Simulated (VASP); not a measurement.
# Ir (Fm-3m) in VASP: further runs

Ir is run at these levels: PBE; tasks: single point.

Everything below comes from runs of VASP 6.6.1. Logs are shortened: lines on timing, memory, paths and dates and some standing lists are left out, and cuts for length are marked.

## Step 1: The cell of the first run

The structure is cubic, space group Fm-3m (No. 225). The conventional cell has a = 3.872 Å, b = 3.872 Å, c = 3.872 Å, α = 90.00°, β = 90.00°, γ = 90.00°. Within 3.6 Å of Ir (site symmetry m-3m) lie 12 Ir at 2.74 Å.

## Step 2: Single point, PBE

INCAR reads:

```
PREC = Accurate
ENCUT = 520
EDIFF = 1E-6
ISMEAR = 0
SIGMA = 0.6
LREAL = F
LASPH = T
NELM = 100
ALGO = Normal
ISIF = 2
LWAVE = F
LCHARG = F
GGA = PE
NBANDS = 10
```

KPOINTS reads:

```
regular mesh
0
Gamma
  14 14 14
```

POSCAR reads:

```
Ir
1.0
    0.0000000000      1.9360622002      1.9360622002
    1.9360622002      0.0000000000      1.9360622002
    1.9360622002      1.9360622002      0.0000000000
Ir
1
Direct
    0.0000000000      0.0000000000      0.0000000000
```

Potentials or basis: VASP PAW PBE potentials, release 64 (Ir).

Launch:

```sh
$ cat potpaw_PBE.64/Ir/POTCAR > POTCAR
$ mpirun -np 1 vasp_std > vasp.out
```

OUTCAR:

```text
PREC = Accurate
   ENCUT = 520
   EDIFF = 1E-6
   ISMEAR = 0
   LREAL = F
   LASPH = T
   NELM = 100
   ISIF = 2
   GGA = PE

 ion  position               nearest neighbor table
   1  0.000  0.000  0.000-

  LATTYP: Found a face centered cubic cell.
 ALAT       =     3.8721244004

  Lattice vectors:

 A1 = (   0.0000000000,   1.9360622002,   1.9360622002)
 A2 = (   1.9360622002,   0.0000000000,   1.9360622002)
 A3 = (   1.9360622002,   1.9360622002,   0.0000000000)

Analysis of symmetry for initial positions (statically):
=====================================================================
 Subroutine PRICEL returns:
 Original cell was already a primitive cell.

 Routine SETGRP: Setting up the symmetry group for a
 face centered cubic supercell.

 Subroutine GETGRP returns: Found 48 space group operations
 (whereof 48 operations were pure point group operations)
 out of a pool of 48 trial point group operations.

The static configuration has the point symmetry O_h .

Analysis of symmetry for dynamics (positions and initial velocities):
=====================================================================
 Subroutine PRICEL returns:
 Original cell was already a primitive cell.

 Routine SETGRP: Setting up the symmetry group for a
 face centered cubic supercell.

 Subroutine GETGRP returns: Found 48 space group operations
 (whereof 48 operations were pure point group operations)
 out of a pool of 48 trial point group operations.

The dynamic configuration has the point symmetry O_h .

 Subroutine INISYM returns: Found 48 space group operations
 (whereof 48 operations are pure point group operations),
 and found     1 'primitive' translations

----------------------------------------------------------------------------------------

                                     Primitive cell

  volume of cell :      14.5140

  direct lattice vectors                    reciprocal lattice vectors
     0.000000000  1.936062200  1.936062200    -0.258256166  0.258256166  0.258256166
     1.936062200  0.000000000  1.936062200     0.258256166 -0.258256166  0.258256166
     1.936062200  1.936062200  0.000000000     0.258256166  0.258256166 -0.258256166

  length of vectors
     2.738005421  2.738005421  2.738005421     0.447312800  0.447312800  0.447312800

  position of ions in fractional coordinates (direct lattice)
     0.000000000  0.000000000  0.000000000

  ion indices of the primitive-cell ions
   primitive index   ion index
                 1           1

----------------------------------------------------------------------------------------

 KPOINTS: regular mesh

Automatic generation of k-mesh.
 Grid dimensions read from file:
 generate k-points for:   14   14   14

 Generating k-lattice:

  Cartesian coordinates                     Fractional coordinates (reciprocal lattice)
    -0.018446869  0.018446869  0.018446869     0.071428571  0.000000000  0.000000000
     0.018446869 -0.018446869  0.018446869     0.000000000  0.071428571  0.000000000
     0.018446869  0.018446869 -0.018446869     0.000000000  0.000000000  0.071428571

  Length of vectors
     0.031950914  0.031950914  0.031950914

  Shift w.r.t. Gamma in fractional coordinates (k-lattice)
     0.000000000  0.000000000  0.000000000

 Subroutine IBZKPT returns following result:
 ===========================================

 Found    104 irreducible k-points:

 Following reciprocal coordinates:
            Coordinates               Weight
  0.000000  0.000000  0.000000      1.000000
  0.071429  0.000000  0.000000      8.000000
  0.142857  0.000000  0.000000      8.000000
  0.214286  0.000000  0.000000      8.000000
  0.285714  0.000000  0.000000      8.000000
  0.357143  0.000000  0.000000      8.000000
[... 16 lines left out ...]
  0.214286  0.142857  0.000000     24.000000
  0.285714  0.142857  0.000000     24.000000
 [... further k-points ...]
   k-points           NKPTS =    104   k-points in BZ     NKDIM =    104   number of bands    NBANDS=     10
   number of dos      NEDOS =    301   number of ions     NIONS =      1
   total plane-waves  NPLWV =   8000
   dimension x,y,z NGX =    20 NGY =   20 NGZ =   20
   dimension x,y,z NGXF=    40 NGYF=   40 NGZF=   40
   ions per type =               1
   NGX,Y,Z   is equivalent  to a cutoff of  12.14, 12.14, 12.14 a.u.
   NGXF,Y,Z  is equivalent  to a cutoff of  24.29, 24.29, 24.29 a.u.
 SYSTEM =  unknown system
   PREC   = accura    normal or accurate (medium, high low for compatibility)
   ISTART =      0    job   : 0-new  1-cont  2-samecut
   ICHARG =      2    charge: 1-file 2-atom 10-const
   ISPIN  =      1    spin polarized calculation?
   LNONCOLLINEAR =      F non collinear calculations
   LSORBIT =      F    spin-orbit coupling
   LASPH  =      T    aspherical Exc in radial PAW
   ENCUT  =  520.0 eV  38.22 Ry    6.18 a.u.   5.09  5.09  5.09*2*pi/ulx,y,z
   NELM   =    100;   NELMIN=  2; NELMDL= -5     # of ELM steps
   EDIFF  = 0.1E-05   stopping-criterion for ELM
   LREAL  =      F    real-space projection
   EDIFFG = 0.1E-04   stopping-criterion for IOM
   NSW    =      0    number of steps for IOM
   IBRION =     -1    ionic relax: 0-MD 1-quasi-New 2-CG
   NFREE  =      0    steps in history (QN), initial steepest desc. (CG)
   ISIF   =      2    stress and relaxation
   ISYM   =      2    0-nonsym 1-usesym 2-fastsym
   POTIM  = 0.5000    time-step for ionic-motion
   TEBEG  =    0.0;   TEEND  =   0.0 temperature during run
   PSTRESS=    0.0 pullay stress
   NELECT =       9.0000    total number of electrons
   NUPDOWN=      -1.0000    fix difference up-down
   EMIN   =  10.00;   EMAX   =-10.00  energy-range for DOS
   EFERMI =   0.00;   METHOD = LEGACY
   ISMEAR =     0;   SIGMA  =   0.60  broadening in eV -4-tet -1-fermi 0-gaus
   EFERMI_NEDOS =   21; number of points for ismear=-14 and -15
   IALGO  =     38    algorithm
   IMIX   =      4    mixing-type and parameters
     AMIX     =   0.40;   BMIX     =  1.00
     AMIX_MAG =   1.60;   BMIX_MAG =  1.00
  volume/ion in A,a.u.               =      14.51        97.95
  Fermi-wavevector in a.u.,A,eV,Ry     =   1.396024  2.638104 26.516181  1.948884
  Thomas-Fermi vector in A             =   2.519419
   LORBIT       =      0    0 simple, 1 ext, 2 COOP (PROOUT), +10 PAW based schemes
   GGA     = PE    functional components
   LHFCALC =     F    Hartree Fock is set to
   AEXX    =    0.0000 exact exchange contribution
   IVDW    =     0    specifies the selected vdW correction
   LEPSILON=     F    determine dielectric tensor
   LRPA    =     F    only Hartree local field effects (RPA)
 non-spin polarized calculation
 Gauss-broadening in eV      SIGMA  =   0.60
  energy-cutoff  :      520.00
  volume of cell :       14.51
 maximum number of plane-waves:       399
   NGX = 11   NGY = 11   NGZ = 11

 number of electron       9.0000000 magnetization

 Free energy of the ion-electron system (eV)
  ---------------------------------------------------
  ext. energy  EPLUGINS =         0.00000000
  ---------------------------------------------------
  free energy    TOTEN  =        -8.93781252 eV

  energy without entropy =       -8.74864949  energy(sigma->0) =       -8.84323100

 E-fermi :   9.9227     XC(G=0): -13.8348

 val. band max:        9.8959671172   @ k =   0.5000   0.4286   0.0000
 cond. band min:       9.9450387418   @ k =   0.4286   0.3571   0.0000
 fundamental gap:      0.0490716246
 Fermi energy:         9.9226739844

 k-point     1 :       0.0000    0.0000    0.0000
  band No.  band energies     occupation
      1      -0.8780      2.00000
      2       6.2399      2.00000
      3       6.2399      2.00000
      4       6.2399      2.00000
      5       8.8198      1.99067
      6       8.8198      1.99067
      7      24.3420      0.00000
      8      29.7719      0.00000
      9      29.7719      0.00000
     10      29.7719      0.00000

 k-point     2 :       0.0714    0.0000    0.0000
  band No.  band energies     occupation
      1      -0.6578      2.00000
      2       6.1257      2.00000
      3       6.3338      2.00000
      4       6.3338      2.00000
      5       8.7614      1.99380
      6       8.7614      1.99380
      7      24.7158      0.00000
      8      28.6501      0.00000
      9      30.1299      0.00000
     10      30.1299      0.00000

 k-point     3 :       0.1429    0.0000    0.0000
  band No.  band energies     occupation
      1      -0.0351      2.00000
      2       5.8640      2.00000
      3       6.5519      2.00000
      4       6.5519      2.00000
      5       8.6708      1.99683
      6       8.6708      1.99683
      7      25.6621      0.00000
      8      26.7045      0.00000
      9      31.1475      0.00000
     10      31.1475      0.00000

 k-point     4 :       0.2143    0.0000    0.0000
  band No.  band energies     occupation
      1       0.8464      2.00000
      2       5.6855      2.00000
      3       6.6899      2.00000
      4       6.6899      2.00000
      5       8.7926      1.99227
      6       8.7926      1.99227
      7      24.6574      0.00000
      8      26.5994      0.00000
      9      32.6370      0.00000
     10      32.6370      0.00000

 k-point     5 :       0.2857    0.0000    0.0000
  band No.  band energies     occupation
      1       1.6615      2.00000
      2       5.9700      2.00000
      3       6.5917      2.00000
      4       6.5917      2.00000
      5       9.2942      1.86147
      6       9.2942      1.86147
      7      22.5732      0.00000
      8      26.2147      0.00000
      9      33.4253      0.00000
     10      33.4253      0.00000

 k-point     6 :       0.3571    0.0000    0.0000
  band No.  band energies     occupation
      1       2.0634      2.00000
      2       6.3798      2.00000
      3       6.3798      2.00000
      4       7.0208      2.00000
      5       9.9936      0.86723
      6       9.9936      0.86723
      7      20.2545      0.00000
      8      25.0089      0.00000
      9      31.5879      0.00000
     10      31.5879      0.00000

 k-point     7 :       0.4286    0.0000    0.0000
  band No.  band energies     occupation
      1       2.1418      2.00000
      2       6.2054      2.00000
      3       6.2054      2.00000
      4       8.4802      1.99933
      5      10.5921      0.11459
      6      10.5921      0.11459
      7      18.0333      0.00000
      8      24.1568      0.00000
      9      30.0854      0.00000
     10      30.0854      0.00000

 k-point     8 :       0.5000    0.0000    0.0000
  band No.  band energies     occupation
      1       2.1402      2.00000
      2       6.1405      2.00000
      3       6.1405      2.00000
      4       9.2729      1.87438
      5      10.8294      0.03259
      6      10.8294      0.03259
      7      16.9813      0.00000
      8      23.8750      0.00000
      9      29.5379      0.00000
     10      29.5379      0.00000

 k-point     9 :       0.0714    0.0714    0.0000
  band No.  band energies     occupation
      1      -0.5838      2.00000
      2       6.0197      2.00000
      3       6.4045      2.00000
      4       6.4045      2.00000
      5       8.5679      1.99859
      6       8.9057      1.98347
      7      24.8465      0.00000
      8      28.9440      0.00000
      9      29.8709      0.00000
     10      29.8709      0.00000
[... 118 lines left out ...]
 k-point    19 :      -0.2143    0.0714    0.0000
  band No.  band energies     occupation
      1       1.3333      2.00000
      2       5.5266      2.00000
      3       6.6759      2.00000
      4       6.8320      2.00000
      5       8.4196      1.99960
      6       9.4921      1.68983
      7      24.1483      0.00000
      8      26.8902      0.00000
      9      31.2826      0.00000
     10      32.5626      0.00000

 k-point    20 :      -0.1429    0.0714    0.0000
  band No.  band energies     occupation
      1       0.4246      2.00000
      2       5.6375      2.00000
      3       6.7017      2.00000
      4       6.7283      2.00000
      5       8.2824      1.99989
      6       9.0355      1.96348
      7      26.0433      0.00000
      8      26.3523      0.00000
      9      30.4248      0.00000
     10      32.5582      0.00000

 k-point    21 :      -0.0714    0.0714    0.0000
  band No.  band energies     occupation
      1      -0.3011      2.00000
      2       5.9233      2.00000
      3       6.4669      2.00000
      4       6.5203      2.00000
      5       8.5086      1.99914
      6       8.8655      1.98729
      7      25.2974      0.00000
      8      27.7128      0.00000
      9      29.9468      0.00000
     10      31.0544      0.00000

 k-point    22 :       0.1429    0.1429    0.0000
  band No.  band energies     occupation
      1       0.2541      2.00000
      2       5.4477      2.00000
      3       6.8916      2.00000
      4       6.8916      2.00000
      5       7.9201      2.00000
      6       9.1520      1.93071
      7      26.2437      0.00000
      8      28.0068      0.00000
      9      29.8658      0.00000
     10      29.8658      0.00000

 k-point    23 :       0.2143    0.1429    0.0000
  band No.  band energies     occupation
      1       0.9434      2.00000
      2       5.1183      2.00000
      3       7.0140      2.00000
      4       7.1961      2.00000
      5       7.8471      2.00000
      6       9.3431      1.82812
      7      26.7458      0.00000
      8      27.2495      0.00000
      9      29.8035      0.00000
     10      30.3880      0.00000

 k-point    24 :       0.2857    0.1429    0.0000
  band No.  band energies     occupation
      1       1.8138      2.00000
      2       4.9422      2.00000
      3       6.6002      2.00000
      4       7.3143      2.00000
      5       8.6061      1.99809
      6       9.7311      1.34847
      7      24.7080      0.00000
      8      27.6414      0.00000
      9      29.6381      0.00000
     10      30.7162      0.00000

 [... further k-points ...]
[... 5 lines left out ...]
  --------------------------------------------------------------------------------------
  -------------------------------------------------------------------------------------
  Total        0.1812324      0.1812324      0.1812324     -0.0000000      0.0000000      0.0000000
  in kB       20.0059145     20.0059145     20.0059145     -0.0000000      0.0000000      0.0000000
  external PRESSURE =      20.0059145 kB  Pullay stress =       0.0000000 kB

 VOLUME and BASIS-vectors are now :
 -----------------------------------------------------------------------------
  energy-cutoff  :      520.00
  volume of cell :       14.51
      direct lattice vectors                 reciprocal lattice vectors
     0.000000000  1.936062200  1.936062200    -0.258256166  0.258256166  0.258256166
     1.936062200  0.000000000  1.936062200     0.258256166 -0.258256166  0.258256166
     1.936062200  1.936062200  0.000000000     0.258256166  0.258256166 -0.258256166

 POSITION                                       TOTAL-FORCE (eV/Angst)
 -----------------------------------------------------------------------------------
      0.00000      0.00000      0.00000        -0.000000     -0.000000     -0.000000
 -----------------------------------------------------------------------------------
    total drift:                                0.000000      0.000000      0.000000

  FREE ENERGIE OF THE ION-ELECTRON SYSTEM (eV)
  ---------------------------------------------------
  free  energy   TOTEN  =        -8.9378125185 eV

  energy  without entropy=       -8.7486494861  energy(sigma->0) =       -8.84323100
```

It took 17 s on 1 thread of Intel Xeon 8259CL, shared host; peak memory 0.14 GiB.

What came out:

- Free energy: -8.9378 eV
- Pressure: 2.0 GPa

Levels at points of the mesh, in eV from the Fermi level:
```csv
k point,band 2,band 3,band 4,band 5,band 6,band 7
"(0.00, 0.00, 0.00)",-3.68,-3.68,-3.68,-1.10,-1.10,14.42
"(0.50, 0.00, 0.00)",-3.78,-3.78,-0.65,0.91,0.91,7.06
"(0.50, 0.50, 0.00)",-7.01,0.87,1.46,1.46,1.75,10.21
```

Caveat: spin-orbit coupling is left out, which moves the levels of the heavy elements.

(Part 1 of 2 ends here.)
